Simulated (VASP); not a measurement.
A run of VASP 6.6.1 is set up as follows.

File INCAR:

```
PREC = Accurate
ENCUT = 520
EDIFF = 1E-6
ISMEAR = 0
SIGMA = 0.1
LREAL = F
LASPH = T
NELM = 100
ALGO = Normal
ISIF = 2
LWAVE = F
LCHARG = T
LDIPOL = T
IDIPOL = 3
DIPOL = 0.5 0.5 0.379
GGA = CA
LELF = T
LVHAR = T
LVACPOTAV = T
NBANDS = 34
```

Contents of KPOINTS:

```
regular mesh
0
Gamma
  9 9 1
```

Contents of POSCAR:

```
Ti4C
1.0
    2.8641158382      0.0000000000      0.0000000000
   -1.4320579191      2.4803970752      0.0000000000
    0.0000000000      0.0000000000     22.2412393510
Ti C
4 1
Direct
    0.6666666667      0.3333333334      0.1798460930
    0.3333333333      0.6666666666      0.2818047761
    0.6666666667      0.3333333334      0.3878689313
    0.6686171339      0.8343085669      0.5035909823
    0.3333333333      1.1666666666      0.5428871815
```

Potentials or basis: VASP PAW LDA potentials, release 64 (Ti_sv, C).

Launch:

```console
$ cat potpaw_LDA.64/Ti_sv/POTCAR potpaw_LDA.64/C/POTCAR > POTCAR
$ mpirun -np 1 vasp_std > vasp.out
```

What does it give for the band gap on the k mesh?

Zero (band 26 reaches 1.05 eV, above the bottom of band 27 at 0.34 eV).

Estimate the largest force.

0.501 eV/Å.

Forces on the atoms (eV/Å):
```
Ti  -0.012 -0.007  0.500
Ti   0.036  0.021 -0.083
Ti  -0.069 -0.040 -0.408
Ti  -0.006 -0.003 -0.088
C    0.051  0.029  0.078
```
